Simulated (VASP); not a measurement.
A run of VASP 6.6.1:

The input INCAR:

```
PREC = Accurate ; ENCUT = 600
EDIFF = 1E-6 ; ISMEAR = -1
SIGMA = 0.1 ; LREAL = False
LASPH = True ; NELM = 60
ALGO = Normal ; ISIF = 3
LWAVE = False ; LCHARG = False
GGA = PS ; IBRION = 2
NSW = 32 ; EDIFFG = -0.005
PSTRESS = 3100.0
```

The input KPOINTS:

```
regular mesh
0
Gamma
  19 19 19
```

File POSCAR:

```
Cd
1.0
    0.0000000000      1.7208237783      1.7208237783
    1.7208237783      0.0000000000      1.7208237783
    1.7208237783      1.7208237783      0.0000000000
Cd
1
Direct
    0.0000000000      0.0000000000      0.0000000000
```

Potentials or basis: VASP PAW PBE potentials, release 64 (Cd).

Run with:

```bash
$ cat potpaw_PBE.64/Cd/POTCAR > POTCAR
$ mpirun -np 1 vasp_std > vasp.out
```

Hardware: 1 thread of Intel(R) Xeon(R) Platinum 8488C (Sapphire Rapids), on a shared host.

**Question.** How long does it take, and how much memory?

**Answer.** It took 34 s on 1 thread of Intel(R) Xeon(R) Platinum 8488C (Sapphire Rapids), with other jobs on the host, peak memory 0.16 GiB. Counts: scf iterations 31, k points 220, ion steps 4.
